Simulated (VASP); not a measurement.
# NaF (F-43m) in VASP: settings compared

The runs below take NaF through single point, with LDA, HSE06, PBEsol.

Program: VASP 6.6.1. These are calculated values, not measurements. Logs are shortened: lines on timing, memory, paths and dates and some standing lists are left out, and cuts for length are marked.

### 1 The cell of the first run

The structure is cubic, space group F-43m (No. 216). Conventional cell: a = 5.063 Å, b = 5.063 Å, c = 5.063 Å, α = 90.00°, β = 90.00°, γ = 90.00°. Na (site symmetry -43m) has 4 F at 2.19 Å within 2.9 Å. F (site symmetry -43m) has 4 Na at 2.19 Å within 2.9 Å.

### 2 Single point, LDA

Contents of INCAR:

```
PREC = Accurate
ENCUT = 520
EDIFF = 1E-6
ISMEAR = 0
SIGMA = 0.01
LREAL = F
LASPH = T
NELM = 100
ALGO = Normal
ISIF = 2
LWAVE = F
LCHARG = T
GGA = CA
LELF = T
LVHAR = T
NBANDS = 14
```

Contents of KPOINTS:

```
Automatic mesh
0
Gamma
  8 8 8
```

Contents of POSCAR:

```
NaF
1.0
    0.0000000000      2.5312613679      2.5312613679
    2.5312613679      0.0000000000      2.5312613679
    2.5312613679      2.5312613679      0.0000000000
Na F
1 1
Direct
    0.0000000000      0.0000000000      0.0000000000
    0.2500000000      0.2500000000      0.2500000000
```

Potentials or basis: VASP PAW LDA potentials, release 64 (Na_pv, F).

Command:

```console
$ cat potpaw_LDA.64/Na_pv/POTCAR potpaw_LDA.64/F/POTCAR > POTCAR
$ mpirun -np 1 vasp_std > vasp.out
```

OUTCAR:

```text
PREC = Accurate
   ENCUT = 520
   EDIFF = 1E-6
   ISMEAR = 0
   LREAL = F
   LASPH = T
   NELM = 100
   ISIF = 2
   GGA = CA

 ion  position               nearest neighbor table
   1  0.000  0.000  0.000-   2 2.19   2 2.19   2 2.19   2 2.19
   2  0.250  0.250  0.250-   1 2.19   1 2.19   1 2.19   1 2.19

  LATTYP: Found a face centered cubic cell.
 ALAT       =     5.0625227358

  Lattice vectors:

 A1 = (   0.0000000000,   2.5312613679,   2.5312613679)
 A2 = (   2.5312613679,   0.0000000000,   2.5312613679)
 A3 = (   2.5312613679,   2.5312613679,   0.0000000000)

Analysis of symmetry for initial positions (statically):
=====================================================================
 Subroutine PRICEL returns:
 Original cell was already a primitive cell.

 Routine SETGRP: Setting up the symmetry group for a
 face centered cubic supercell.

 Subroutine GETGRP returns: Found 24 space group operations
 (whereof 24 operations were pure point group operations)
 out of a pool of 48 trial point group operations.

The static configuration has the point symmetry T_d .

Analysis of symmetry for dynamics (positions and initial velocities):
=====================================================================
 Subroutine PRICEL returns:
 Original cell was already a primitive cell.

 Routine SETGRP: Setting up the symmetry group for a
 face centered cubic supercell.

 Subroutine GETGRP returns: Found 24 space group operations
 (whereof 24 operations were pure point group operations)
 out of a pool of 48 trial point group operations.

The dynamic configuration has the point symmetry T_d .

 Subroutine INISYM returns: Found 24 space group operations
 (whereof 24 operations are pure point group operations),
 and found     1 'primitive' translations

----------------------------------------------------------------------------------------

                                     Primitive cell

  volume of cell :      32.4370

  direct lattice vectors                    reciprocal lattice vectors
     0.000000000  2.531261368  2.531261368    -0.197529977  0.197529977  0.197529977
     2.531261368  0.000000000  2.531261368     0.197529977 -0.197529977  0.197529977
     2.531261368  2.531261368  0.000000000     0.197529977  0.197529977 -0.197529977

  length of vectors
     3.579744156  3.579744156  3.579744156     0.342131956  0.342131956  0.342131956

  position of ions in fractional coordinates (direct lattice)
     0.000000000  0.000000000  0.000000000
     0.250000000  0.250000000  0.250000000

  ion indices of the primitive-cell ions
   primitive index   ion index
                 1           1
                 2           2

----------------------------------------------------------------------------------------

[... 85 lines left out ...]
   EFERMI_NEDOS =   21; number of points for ismear=-14 and -15
   IALGO  =     38    algorithm
   IMIX   =      4    mixing-type and parameters
     AMIX     =   0.40;   BMIX     =  1.00
     AMIX_MAG =   1.60;   BMIX_MAG =  1.00
  volume/ion in A,a.u.               =      16.22       109.45
  Fermi-wavevector in a.u.,A,eV,Ry     =   1.237192  2.337954 20.825685  1.530645
  Thomas-Fermi vector in A             =   2.371770
   LORBIT       =      0    0 simple, 1 ext, 2 COOP (PROOUT), +10 PAW based schemes
   GGA     = CA    functional components
   LHFCALC =     F    Hartree Fock is set to
   AEXX    =    0.0000 exact exchange contribution
   IVDW    =     0    specifies the selected vdW correction
   LEPSILON=     F    determine dielectric tensor
   LRPA    =     F    only Hartree local field effects (RPA)
 non-spin polarized calculation
 Gauss-broadening in eV      SIGMA  =   0.01
  energy-cutoff  :      520.00
  volume of cell :       32.44
 maximum number of plane-waves:       893
   NGX = 13   NGY = 13   NGZ = 13

 number of electron      13.9999985 magnetization

 Free energy of the ion-electron system (eV)
  ---------------------------------------------------
  ext. energy  EPLUGINS =         0.00000000
  ---------------------------------------------------
  free energy    TOTEN  =        -9.02811800 eV

  energy without entropy =       -9.02811800  energy(sigma->0) =       -9.02811800

 E-fermi :  -3.6728     XC(G=0):  -8.4628

 val. band max:       -3.8121096081   @ k =   0.0000   0.0000   0.0000
 cond. band min:       1.5030069082   @ k =   0.0000   0.0000   0.0000
 fundamental gap:      5.3151165164
 Fermi energy:        -3.6728218022

 k-point     1 :       0.0000    0.0000    0.0000
  band No.  band energies     occupation
      1     -22.4989      2.00000
      2     -22.4989      2.00000
      3     -22.4989      2.00000
      4     -22.1248      2.00000
      5      -3.8121      2.00000
      6      -3.8121      2.00000
      7      -3.8121      2.00000
      8       1.5030      0.00000
      9      15.1376      0.00000
     10      15.1376      0.00000
     11      15.1376      0.00000
     12      16.7575      0.00000
     13      16.7575      0.00000
     14      16.7575      0.00000
[... 377 lines left out ...]
      1     -23.0394      2.00000
      2     -22.5392      2.00000
      3     -22.5184      2.00000
      4     -21.4786      2.00000
      5      -4.5367      2.00000
      6      -4.0850      2.00000
      7      -3.8997      2.00000
      8       6.0822      0.00000
      9       7.4677      0.00000
     10      10.7615      0.00000
     11      12.6100      0.00000
     12      16.5858      0.00000
     13      17.4475      0.00000
     14      20.2544      0.00000

 [... further k-points ...]

------------------------ aborting loop because EDIFF is reached ----------------------------------------

  FORCE on cell =-STRESS in cart. coord.  units (eV):
  Direction    XX          YY          ZZ          XY          YZ          ZX
  --------------------------------------------------------------------------------------
  -------------------------------------------------------------------------------------
  Total       -0.4512497     -0.4512497     -0.4512497     -0.0000000     -0.0000000     -0.0000000
  in kB      -22.2887907    -22.2887907    -22.2887907     -0.0000000     -0.0000000     -0.0000000
  external PRESSURE =     -22.2887907 kB  Pullay stress =       0.0000000 kB

 VOLUME and BASIS-vectors are now :
 -----------------------------------------------------------------------------
  energy-cutoff  :      520.00
  volume of cell :       32.44
      direct lattice vectors                 reciprocal lattice vectors
     0.000000000  2.531261368  2.531261368    -0.197529977  0.197529977  0.197529977
     2.531261368  0.000000000  2.531261368     0.197529977 -0.197529977  0.197529977
     2.531261368  2.531261368  0.000000000     0.197529977  0.197529977 -0.197529977

 POSITION                                       TOTAL-FORCE (eV/Angst)
 -----------------------------------------------------------------------------------
      0.00000      0.00000      0.00000         0.000000     -0.000000      0.000000
      1.26563      1.26563      1.26563        -0.000000      0.000000     -0.000000
 -----------------------------------------------------------------------------------
    total drift:                               -0.000000     -0.000000     -0.000000

  FREE ENERGIE OF THE ION-ELECTRON SYSTEM (eV)
  ---------------------------------------------------
  free  energy   TOTEN  =        -9.0281179994 eV

  energy  without entropy=       -9.0281179994  energy(sigma->0) =       -9.02811800
```

OSZICAR:

```text
N       E                     dE             d eps       ncg     rms          rms(c)
DAV:   1     0.104588362743E+03    0.10459E+03   -0.77372E+03   824   0.111E+03
DAV:   2    -0.472246252882E+01   -0.10931E+03   -0.10172E+03   892   0.318E+02
DAV:   3    -0.101216723243E+02   -0.53992E+01   -0.53902E+01  1022   0.658E+01
DAV:   4    -0.101693384364E+02   -0.47666E-01   -0.47665E-01   914   0.700E+00
DAV:   5    -0.101699365635E+02   -0.59813E-03   -0.59812E-03  1034   0.766E-01    0.572E+00
DAV:   6    -0.908689544770E+01    0.10830E+01   -0.39057E+00  1048   0.167E+01    0.207E+00
DAV:   7    -0.904473174198E+01    0.42164E-01   -0.52320E-02   842   0.218E+00    0.112E+00
DAV:   8    -0.902774755096E+01    0.16984E-01   -0.37437E-02   914   0.314E+00    0.212E-01
DAV:   9    -0.902895013254E+01   -0.12026E-02   -0.91135E-03   944   0.932E-01    0.255E-01
DAV:  10    -0.902810759262E+01    0.84254E-03   -0.41976E-03   998   0.725E-01    0.163E-02
DAV:  11    -0.902811703817E+01   -0.94456E-05   -0.15787E-04   866   0.101E-01    0.703E-03
DAV:  12    -0.902811998417E+01   -0.29460E-05   -0.23146E-05   902   0.496E-02    0.111E-02
DAV:  13    -0.902811799353E+01    0.19906E-05   -0.89855E-06   884   0.367E-02    0.409E-04
DAV:  14    -0.902811799939E+01   -0.58601E-08   -0.21549E-07   442   0.388E-03
   1 F= -.90281180E+01 E0= -.90281180E+01  d E =-.204874E-88
```

stdout:

```text
POSCAR found type information on POSCAR NaF
 POSCAR found :  2 types and       2 ions
 scaLAPACK will be used
 LDA part: xc-table for (Slater(with rela. corr.)+CA(PZ))
 , standard interpolation
 POSCAR, INCAR and KPOINTS ok, starting setup
 FFT: planning ... GRIDC
 FFT: planning ... GRID_SOFT
 FFT: planning ... GRID
 WAVECAR not read
 entering main loop
```

Wall time 8.7 s (1 thread of AMD EPYC 9R45 (Zen 5), shared host); peak memory 0.1 GiB.

What came out:

- Free energy: -9.0281 eV
- Pressure: -2.2 GPa
- Band gap on the k mesh: 5.32 eV, direct

A k mesh can miss the band edges. As with any semilocal functional, this LDA gap is likely too small.

### 3 Single point, HSE06

POSCAR is that of step 2.

Contents of INCAR.step1:

```
  PREC = Accurate
  ENCUT = 520
  EDIFF = 1E-5
  ISMEAR = 0
  SIGMA = 0.01
  LREAL = False
  LASPH = True
  NELM = 100
  ALGO = Normal
  ISIF = 2
  LWAVE = True
  LCHARG = False
  GGA = PE
  NBANDS = 14
```

Contents of INCAR.step2:

```
  PREC = Accurate
  ENCUT = 520
  EDIFF = 1E-6
  ISMEAR = 0
  SIGMA = 0.01
  LREAL = False
  LASPH = True
  NELM = 100
  ALGO = Normal
  ISIF = 2
  LWAVE = False
  LCHARG = False
  GGA = PE
  LHFCALC = True
  HFSCREEN = 0.2079
  PRECFOCK = Normal
  ISTART = 1
  NBANDS = 14
```

Contents of KPOINTS:

```
regular mesh
0
Gamma
  6 6 6
```

Potentials or basis: VASP PAW PBE potentials, release 64 (Na_pv, F).

Command:

```console
$ cat potpaw_PBE.64/Na_pv/POTCAR potpaw_PBE.64/F/POTCAR > POTCAR
$ cp INCAR.step1 INCAR
$ mpirun -np 1 vasp_std > vasp.out
$ cp INCAR.step2 INCAR
$ mpirun -np 1 vasp_std > vasp.out
```

OUTCAR:

```text
PREC = Accurate
   ENCUT = 520
   EDIFF = 1E-6
   ISMEAR = 0
   LREAL = False
   LASPH = True
   NELM = 100
   ISIF = 2
   GGA = PE
   LHFCALC = True
   HFSCREEN = 0.2079
   PRECFOCK = Normal
   ISTART = 1

 ion  position               nearest neighbor table
   1  0.000  0.000  0.000-   2 2.19   2 2.19   2 2.19   2 2.19
   2  0.250  0.250  0.250-   1 2.19   1 2.19   1 2.19   1 2.19

  LATTYP: Found a face centered cubic cell.
 ALAT       =     5.0625227358

  Lattice vectors:

 A1 = (   0.0000000000,   2.5312613679,   2.5312613679)
 A2 = (   2.5312613679,   0.0000000000,   2.5312613679)
 A3 = (   2.5312613679,   2.5312613679,   0.0000000000)

Analysis of symmetry for initial positions (statically):
=====================================================================
 Subroutine PRICEL returns:
 Original cell was already a primitive cell.

 Routine SETGRP: Setting up the symmetry group for a
 face centered cubic supercell.

 Subroutine GETGRP returns: Found 24 space group operations
 (whereof 24 operations were pure point group operations)
 out of a pool of 48 trial point group operations.

The static configuration has the point symmetry T_d .

Analysis of symmetry for dynamics (positions and initial velocities):
=====================================================================
 Subroutine PRICEL returns:
 Original cell was already a primitive cell.

 Routine SETGRP: Setting up the symmetry group for a
 face centered cubic supercell.

 Subroutine GETGRP returns: Found 24 space group operations
 (whereof 24 operations were pure point group operations)
 out of a pool of 48 trial point group operations.

The dynamic configuration has the point symmetry T_d .

 Subroutine INISYM returns: Found 24 space group operations
 (whereof 24 operations are pure point group operations),
 and found     1 'primitive' translations

----------------------------------------------------------------------------------------

                                     Primitive cell

  volume of cell :      32.4370

  direct lattice vectors                    reciprocal lattice vectors
     0.000000000  2.531261368  2.531261368    -0.197529977  0.197529977  0.197529977
     2.531261368  0.000000000  2.531261368     0.197529977 -0.197529977  0.197529977
     2.531261368  2.531261368  0.000000000     0.197529977  0.197529977 -0.197529977

  length of vectors
     3.579744156  3.579744156  3.579744156     0.342131956  0.342131956  0.342131956

  position of ions in fractional coordinates (direct lattice)
     0.000000000  0.000000000  0.000000000
     0.250000000  0.250000000  0.250000000

  ion indices of the primitive-cell ions
   primitive index   ion index
                 1           1
                 2           2

----------------------------------------------------------------------------------------

 KPOINTS: regular mesh

Automatic generation of k-mesh.
 Grid dimensions read from file:
 generate k-points for:    6    6    6

 Generating k-lattice:

[... 40 lines left out ...]
   NGX,Y,Z   is equivalent  to a cutoff of  13.00, 13.00, 13.00 a.u.
   NGXF,Y,Z  is equivalent  to a cutoff of  26.01, 26.01, 26.01 a.u.
 SYSTEM =  unknown system
   PREC   = accura    normal or accurate (medium, high low for compatibility)
   ISTART =      1    job   : 0-new  1-cont  2-samecut
   ICHARG =      0    charge: 1-file 2-atom 10-const
   ISPIN  =      1    spin polarized calculation?
   LNONCOLLINEAR =      F non collinear calculations
   LSORBIT =      F    spin-orbit coupling
   LASPH  =      T    aspherical Exc in radial PAW
   ENCUT  =  520.0 eV  38.22 Ry    6.18 a.u.   6.66  6.66  6.66*2*pi/ulx,y,z
   NELM   =    100;   NELMIN=  2; NELMDL=  0     # of ELM steps
   EDIFF  = 0.1E-05   stopping-criterion for ELM
   LREAL  =      F    real-space projection
   EDIFFG = 0.1E-04   stopping-criterion for IOM
   NSW    =      0    number of steps for IOM
   IBRION =     -1    ionic relax: 0-MD 1-quasi-New 2-CG
   NFREE  =      0    steps in history (QN), initial steepest desc. (CG)
   ISIF   =      2    stress and relaxation
   ISYM   =      3    0-nonsym 1-usesym 2-fastsym
   POTIM  = 0.5000    time-step for ionic-motion
   TEBEG  =    0.0;   TEEND  =   0.0 temperature during run
   PSTRESS=    0.0 pullay stress
   NELECT =      14.0000    total number of electrons
   NUPDOWN=      -1.0000    fix difference up-down
   EMIN   =  10.00;   EMAX   =-10.00  energy-range for DOS
   EFERMI =   0.00;   METHOD = LEGACY
   ISMEAR =     0;   SIGMA  =   0.01  broadening in eV -4-tet -1-fermi 0-gaus
   EFERMI_NEDOS =   21; number of points for ismear=-14 and -15
   IALGO  =     38    algorithm
   IMIX   =      1    mixing-type and parameters
     AMIX     =   0.40;   BMIX     =  1.00
     AMIX_MAG =   1.60;   BMIX_MAG =  1.00
  volume/ion in A,a.u.               =      16.22       109.45
  Fermi-wavevector in a.u.,A,eV,Ry     =   1.237192  2.337954 20.825685  1.530645
  Thomas-Fermi vector in A             =   2.371770
   LORBIT       =      0    0 simple, 1 ext, 2 COOP (PROOUT), +10 PAW based schemes
   GGA     = PE    functional components
   LHFCALC =     T    Hartree Fock is set to
   PRECFOCK=normal    Normal, Fast or Accurate (Low or Medium for compatibility)
   ENCUT4O =  -1.0   cutoff for four orbital integrals eV
   NKREDX  =     1    reduce k-point grid by
   NKREDY  =     1    reduce k-point grid by
   NKREDZ  =     1    reduce k-point grid by
   AEXX    =    0.2500 exact exchange contribution
   HFSCREEN=    0.2079 screening length (either q_TF or 0.3 A-1)
   HFSCREENC=   0.2079 screening length for correlation (either q_TF or 0.3 A-1)
   ENCUTFOCK=  -1.0 apply spherical cutoff to Coloumb kernel
   IVDW    =     0    specifies the selected vdW correction
   LEPSILON=     F    determine dielectric tensor
   LRPA    =     F    only Hartree local field effects (RPA)
 non-spin polarized calculation
 Gauss-broadening in eV      SIGMA  =   0.01
  energy-cutoff  :      520.00
  volume of cell :       32.44
 maximum number of plane-waves:       893
 NGX is ok and might be reduce to    28
  NGX = 20; NGY = 20; NGZ = 20

 number of electron      13.9999982 magnetization

 Free energy of the ion-electron system (eV)
  ---------------------------------------------------
  ext. energy  EPLUGINS =         0.00000000
  ---------------------------------------------------
  free energy    TOTEN  =       -10.11485178 eV

  energy without entropy =      -10.11485178  energy(sigma->0) =      -10.11485178

 E-fermi :  -4.9856     XC(G=0):  -6.3807

 val. band max:       -5.0389847301   @ k =   0.0000   0.0000   0.0000
 cond. band min:       2.5973012375   @ k =   0.0000   0.0000   0.0000
 fundamental gap:      7.6362859676
 Fermi energy:        -4.9856438746

 k-point     1 :       0.0000    0.0000    0.0000
  band No.  band energies     occupation
      1     -25.3224      2.00000
      2     -25.3100      2.00000
      3     -25.3100      2.00000
      4     -25.3100      2.00000
      5      -5.0390      2.00000
      6      -5.0390      2.00000
      7      -5.0390      2.00000
      8       2.5973      0.00000
      9      16.5855      0.00000
     10      16.5855      0.00000
     11      16.5855      0.00000
     12      18.2096      0.00000
     13      18.2096      0.00000
     14      18.2096      0.00000
[... 241 lines left out ...]
      1     -26.0445      2.00000
      2     -25.3496      2.00000
      3     -25.3393      2.00000
      4     -24.4663      2.00000
      5      -5.6743      2.00000
      6      -5.3653      2.00000
      7      -5.2338      2.00000
      8       7.4209      0.00000
      9       9.1910      0.00000
     10      12.1768      0.00000
     11      12.6487      0.00000
     12      17.1779      0.00000
     13      19.4832      0.00000
     14      21.3778      0.00000

------------------------ aborting loop because EDIFF is reached ----------------------------------------

  FORCE on cell =-STRESS in cart. coord.  units (eV):
  Direction    XX          YY          ZZ          XY          YZ          ZX
  --------------------------------------------------------------------------------------
  -------------------------------------------------------------------------------------
  Total        0.1781276      0.1781276      0.1781276      0.0000000     -0.0000000     -0.0000000
  in kB        8.7983438      8.7983438      8.7983438      0.0000000     -0.0000000     -0.0000000
  external PRESSURE =       8.7983438 kB  Pullay stress =       0.0000000 kB

 VOLUME and BASIS-vectors are now :
 -----------------------------------------------------------------------------
  energy-cutoff  :      520.00
  volume of cell :       32.44
      direct lattice vectors                 reciprocal lattice vectors
     0.000000000  2.531261368  2.531261368    -0.197529977  0.197529977  0.197529977
     2.531261368  0.000000000  2.531261368     0.197529977 -0.197529977  0.197529977
     2.531261368  2.531261368  0.000000000     0.197529977  0.197529977 -0.197529977

 POSITION                                       TOTAL-FORCE (eV/Angst)
 -----------------------------------------------------------------------------------
      0.00000      0.00000      0.00000         0.000000     -0.000000      0.000000
      1.26563      1.26563      1.26563        -0.000000      0.000000     -0.000000
 -----------------------------------------------------------------------------------
    total drift:                               -0.000000     -0.000001     -0.000001

  FREE ENERGIE OF THE ION-ELECTRON SYSTEM (eV)
  ---------------------------------------------------
  free  energy   TOTEN  =       -10.1148517788 eV

  energy  without entropy=      -10.1148517788  energy(sigma->0) =      -10.11485178
```

Run time: 12 min. Hardware: 1 thread of AMD EPYC 7R13 (Zen 3), shared host; peak memory 0.23 GiB.

What came out:

```
Free energy            : -10.1149 eV
Pressure               : 0.9 GPa
Band gap on the k mesh : 7.64 eV, direct
```

Caveat: the PAW data sets were made with another functional, which shifts forces and pressure a little.

[end of part 1 of 2]
